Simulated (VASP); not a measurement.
Crystal: W.

```
W
1.0
     0.00000    2.03000    2.03000
     2.03000    0.00000    2.03000
     2.03000    2.03000    0.00000
W
1
Direct
  0.00000 0.00000 0.00000
```

- Program: VASP 6.6.1
- Task: relaxation of cell and atoms
- Functional: PBEsol
- Dispersion: D4
- Potentials or basis: VASP PAW PBE potentials, release 64 (W_sv)
- Cutoff: 600 eV
- k mesh: 11 × 11 × 11
- Occupations: fermi-dirac, width 0.05 eV
- Spin: no spin polarisation

At the start: pressure -15.8 GPa; volume 16.73 Å³/atom.

**Question.** How do energy, volume and symmetry change on relaxing?

**Answer.** Over 5 steps the energy falls by 46.2 meV/atom and the volume is 15.83 Å³/atom (-5.4 %); space group Fm-3m (No. 225, to 0.05 Å).

The path:
```tsv
step	energy change (eV)	largest force (eV/Å)	pressure (GPa)	volume (Å³)
1	0.0000	0.0000	-15.79	16.73
2	0.6252	0.0000	89.84	13.05
3	-0.0458	0.0000	-1.59	15.92
4	-0.0461	0.0000	-0.28	15.85
5	-0.0462	0.0000	0.08	15.83
```

Final structure:
```cif
data_structure
_symmetry_space_group_name_H-M 'P 1'
_symmetry_Int_Tables_number 1
_cell_length_a 2.8187
_cell_length_b 2.8187
_cell_length_c 2.8187
_cell_angle_alpha 60.000
_cell_angle_beta 60.000
_cell_angle_gamma 60.000
_cell_volume 15.83
loop_
_atom_site_label
_atom_site_type_symbol
_atom_site_fract_x
_atom_site_fract_y
_atom_site_fract_z
_atom_site_occupancy
W1 W 0.00000 0.00000 0.00000 1
```

Caveat: the PAW data sets were made with another functional, which shifts forces and pressure a little; pairwise dispersion overbinds metals, which lowers pressure and volume.
